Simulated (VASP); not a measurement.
# NbTe4Mo in VASP: notebook, part 2 of 2

VASP 6.6.1. The steps go on from the part before.

## (3) Single point, PBE

This run uses another cell than the first one, of 33.23 Å³/atom, 1.156 times its volume.

The input, INCAR:

```
SYSTEM = NbTe4Mo
PREC = Accurate
ENCUT = 520
EDIFF = 1E-7
ISMEAR = 0
SIGMA = 0.1
LREAL = .False.
LASPH = .True.
NELM = 100
ALGO = Normal
ISIF = 2
LWAVE = .False.
LCHARG = .False.
GGA = PE
NBANDS = 34
```

The input, KPOINTS:

```
regular mesh
0
Gamma
  6 6 1
  0 0 0
```

The input, POSCAR:

```
NbTe4Mo
1.0
    3.6184381510      0.0000000000      0.0000000000
   -1.8092190755      3.1336593608      0.0000000000
    0.0000000000      0.0000000000     17.5824822484
Nb Te Mo
1 4 1
Direct
    0.0000000000      0.0000000000      0.0000000000
    0.3333333333      0.6666666667      0.3984867649
    0.3333333333      0.6666666667      0.8933184118
    0.3333333333      0.6666666667      0.1066815882
    0.3333333333      0.6666666667      0.6015132351
    0.0000000000      0.0000000000      0.5000000000
```

Potentials or basis: VASP PAW PBE potentials, release 64 (Nb_sv, Te, Mo_sv).

Run with:

```console
$ cat potpaw_PBE.64/Nb_sv/POTCAR potpaw_PBE.64/Te/POTCAR potpaw_PBE.64/Mo_sv/POTCAR > POTCAR
$ mpirun -np 1 vasp_std > vasp.out
```

OUTCAR:

```text
SYSTEM = NbTe4Mo
   PREC = Accurate
   ENCUT = 520
   EDIFF = 1E-7
   ISMEAR = 0
   LREAL = .False.
   LASPH = .True.
   NELM = 100
   ISIF = 2
   GGA = PE

 ion  position               nearest neighbor table
   1  0.000  0.000  0.000-   3 2.81   4 2.81   3 2.81   4 2.81   3 2.81   4 2.81
   2  0.333  0.667  0.398-   6 2.75   6 2.75   6 2.75   5 3.57
   3  0.333  0.667  0.893-   1 2.81   1 2.81   1 2.81
   4  0.333  0.667  0.107-   1 2.81   1 2.81   1 2.81
   5  0.333  0.667  0.602-   6 2.75   6 2.75   6 2.75   2 3.57
   6  0.000  0.000  0.500-   2 2.75   5 2.75   2 2.75   5 2.75   2 2.75   5 2.75

  LATTYP: Found a hexagonal cell.
 ALAT       =     3.6184381510
 C/A-ratio  =     4.8591357693

  Lattice vectors:

 A1 = (   3.6184381510,   0.0000000000,   0.0000000000)
 A2 = (  -1.8092190755,   3.1336593608,   0.0000000000)
 A3 = (   0.0000000000,   0.0000000000,  17.5824822484)

Analysis of symmetry for initial positions (statically):
=====================================================================
 Subroutine PRICEL returns:
 Original cell was already a primitive cell.

 Routine SETGRP: Setting up the symmetry group for a
 hexagonal supercell.

 Subroutine GETGRP returns: Found 12 space group operations
 (whereof 12 operations were pure point group operations)
 out of a pool of 24 trial point group operations.

The static configuration has the point symmetry D_3h.

Analysis of symmetry for dynamics (positions and initial velocities):
=====================================================================
 Subroutine PRICEL returns:
 Original cell was already a primitive cell.

 Routine SETGRP: Setting up the symmetry group for a
 hexagonal supercell.

 Subroutine GETGRP returns: Found 12 space group operations
 (whereof 12 operations were pure point group operations)
 out of a pool of 24 trial point group operations.

The dynamic configuration has the point symmetry D_3h.

 Subroutine INISYM returns: Found 12 space group operations
 (whereof 12 operations are pure point group operations),
 and found     1 'primitive' translations

----------------------------------------------------------------------------------------

                                     Primitive cell

  volume of cell :     199.3669

  direct lattice vectors                    reciprocal lattice vectors
     3.618438151  0.000000000  0.000000000     0.276362330  0.159557866  0.000000000
    -1.809219075  3.133659361  0.000000000     0.000000000  0.319115732  0.000000000
     0.000000000  0.000000000 17.582482248     0.000000000  0.000000000  0.056874791

  length of vectors
     3.618438151  3.618438151 17.582482248     0.319115732  0.319115732  0.056874791

  position of ions in fractional coordinates (direct lattice)
     0.000000000  0.000000000  0.000000000
     0.333333333  0.666666667  0.398486765
     0.333333333  0.666666667  0.893318412
     0.333333333  0.666666667  0.106681588
     0.333333333  0.666666667  0.601513235
     0.000000000  0.000000000  0.500000000

  ion indices of the primitive-cell ions
   primitive index   ion index
                 1           1
                 2           2
[... 28 lines left out ...]

 Found      7 irreducible k-points:

 Following reciprocal coordinates:
            Coordinates               Weight
  0.000000  0.000000  0.000000      1.000000
  0.166667  0.000000  0.000000      6.000000
  0.333333  0.000000  0.000000      6.000000
  0.500000 -0.000000  0.000000      3.000000
  0.166667  0.166667  0.000000      6.000000
  0.333333  0.166667  0.000000     12.000000
  0.333333  0.333333  0.000000      2.000000
   k-points           NKPTS =      7   k-points in BZ     NKDIM =      7   number of bands    NBANDS=     34
   number of dos      NEDOS =    301   number of ions     NIONS =      6
   total plane-waves  NPLWV = 109760
   dimension x,y,z NGX =    28 NGY =   28 NGZ =  140
   dimension x,y,z NGXF=    56 NGYF=   56 NGZF=  280
   ions per type =               1   4   1
   NGX,Y,Z   is equivalent  to a cutoff of  12.86, 12.86, 13.24 a.u.
   NGXF,Y,Z  is equivalent  to a cutoff of  25.73, 25.73, 26.47 a.u.
 SYSTEM =  NbTe4Mo
   PREC   = accura    normal or accurate (medium, high low for compatibility)
   ISTART =      0    job   : 0-new  1-cont  2-samecut
   ICHARG =      2    charge: 1-file 2-atom 10-const
   ISPIN  =      1    spin polarized calculation?
   LNONCOLLINEAR =      F non collinear calculations
   LSORBIT =      F    spin-orbit coupling
   LASPH  =      T    aspherical Exc in radial PAW
   ENCUT  =  520.0 eV  38.22 Ry    6.18 a.u.   6.73  6.73 32.69*2*pi/ulx,y,z
   NELM   =    100;   NELMIN=  2; NELMDL= -5     # of ELM steps
   EDIFF  = 0.1E-06   stopping-criterion for ELM
   LREAL  =      F    real-space projection
   EDIFFG = 0.1E-05   stopping-criterion for IOM
   NSW    =      0    number of steps for IOM
   IBRION =     -1    ionic relax: 0-MD 1-quasi-New 2-CG
   NFREE  =      0    steps in history (QN), initial steepest desc. (CG)
   ISIF   =      2    stress and relaxation
   ISYM   =      2    0-nonsym 1-usesym 2-fastsym
   POTIM  = 0.5000    time-step for ionic-motion
   TEBEG  =    0.0;   TEEND  =   0.0 temperature during run
   PSTRESS=    0.0 pullay stress
   NELECT =      51.0000    total number of electrons
   NUPDOWN=      -1.0000    fix difference up-down
   EMIN   =  10.00;   EMAX   =-10.00  energy-range for DOS
   EFERMI =   0.00;   METHOD = LEGACY
   ISMEAR =     0;   SIGMA  =   0.10  broadening in eV -4-tet -1-fermi 0-gaus
   EFERMI_NEDOS =   21; number of points for ismear=-14 and -15
   IALGO  =     38    algorithm
   IMIX   =      4    mixing-type and parameters
     AMIX     =   0.40;   BMIX     =  1.00
     AMIX_MAG =   1.60;   BMIX_MAG =  1.00
  volume/ion in A,a.u.               =      33.23       224.23
  Fermi-wavevector in a.u.,A,eV,Ry     =   1.039235  1.963870 14.694425  1.080010
  Thomas-Fermi vector in A             =   2.173756
   LORBIT       =      0    0 simple, 1 ext, 2 COOP (PROOUT), +10 PAW based schemes
   GGA     = PE    functional components
   LHFCALC =     F    Hartree Fock is set to
   AEXX    =    0.0000 exact exchange contribution
   IVDW    =     0    specifies the selected vdW correction
   LEPSILON=     F    determine dielectric tensor
   LRPA    =     F    only Hartree local field effects (RPA)
 non-spin polarized calculation
 Gauss-broadening in eV      SIGMA  =   0.10
  energy-cutoff  :      520.00
  volume of cell :      199.37
 maximum number of plane-waves:      5393
 NGX is ok and might be reduce to    28
   NGX = 13   NGY = 13   NGZ = 65

 number of electron      51.0000005 magnetization

 Free energy of the ion-electron system (eV)
  ---------------------------------------------------
  ext. energy  EPLUGINS =         0.00000000
  ---------------------------------------------------
  free energy    TOTEN  =       -35.77676394 eV

  energy without entropy =      -35.75713115  energy(sigma->0) =      -35.76694755

 E-fermi :   4.9625     XC(G=0):  -8.6531

 val. band max:        4.9499613429   @ k =   0.1667   0.0000   0.0000
 cond. band min:       5.0670265460   @ k =   0.0000   0.0000   0.0000
 fundamental gap:      0.1170652030
 Fermi energy:         4.9625252119

 k-point     1 :       0.0000    0.0000    0.0000
  band No.  band energies     occupation
      1     -55.8978      2.00000
      2     -49.9499      2.00000
      3     -30.0122      2.00000
      4     -29.9534      2.00000
      5     -29.9534      2.00000
      6     -25.9880      2.00000
[... 248 lines left out ...]
     33       8.6584      0.00000
     34       9.4094      0.00000

------------------------ aborting loop because EDIFF is reached ----------------------------------------

  FORCE on cell =-STRESS in cart. coord.  units (eV):
  Direction    XX          YY          ZZ          XY          YZ          ZX
  --------------------------------------------------------------------------------------
  -------------------------------------------------------------------------------------
  Total       -0.0966842     -0.0966842     -0.0341301     -0.0000000     -0.0000000      0.0000000
  in kB       -0.7769856     -0.7769856     -0.2742808     -0.0000000     -0.0000000      0.0000000
  external PRESSURE =      -0.6094173 kB  Pullay stress =       0.0000000 kB

 VOLUME and BASIS-vectors are now :
 -----------------------------------------------------------------------------
  energy-cutoff  :      520.00
  volume of cell :      199.37
      direct lattice vectors                 reciprocal lattice vectors
     3.618438151  0.000000000  0.000000000     0.276362330  0.159557866  0.000000000
    -1.809219075  3.133659361  0.000000000     0.000000000  0.319115732  0.000000000
     0.000000000  0.000000000 17.582482248     0.000000000  0.000000000  0.056874791

 POSITION                                       TOTAL-FORCE (eV/Angst)
 -----------------------------------------------------------------------------------
      0.00000      0.00000      0.00000        -0.000000      0.000000      0.000000
     -0.00000      2.08911      7.00639         0.000000     -0.000000     -0.026242
     -0.00000      2.08911     15.70676         0.000000     -0.000000      0.023285
     -0.00000      2.08911      1.87573         0.000000     -0.000000     -0.023285
     -0.00000      2.08911     10.57610         0.000000      0.000000      0.026242
      0.00000      0.00000      8.79124        -0.000000      0.000000      0.000000
 -----------------------------------------------------------------------------------
    total drift:                                0.000001     -0.000000     -0.000000

  FREE ENERGIE OF THE ION-ELECTRON SYSTEM (eV)
  ---------------------------------------------------
  free  energy   TOTEN  =       -35.7767639423 eV

  energy  without entropy=      -35.7571311480  energy(sigma->0) =      -35.76694755
```

Wall time 55 s (1 thread of Intel Xeon 6975P-C (Granite Rapids), shared host); peak memory 0.33 GiB.

Results:

| Quantity | Value |
| --- | --- |
| Free energy | -35.7768 eV |
| Pressure | -0.1 GPa |
| Largest force | 0.026 eV/Å |

Forces in eV/Å, atoms in the order of the input:
```
Nb   0.000  0.000  0.000
Te   0.000  0.000 -0.026
Te   0.000  0.000  0.023
Te   0.000  0.000 -0.023
Te   0.000  0.000  0.026
Mo   0.000  0.000  0.000
```

Caveat: spin-orbit coupling is left out, which moves the levels of the heavy elements; this functional lacks dispersion, which binds the layers, so the pressure and a relaxed spacing across them are unreliable.
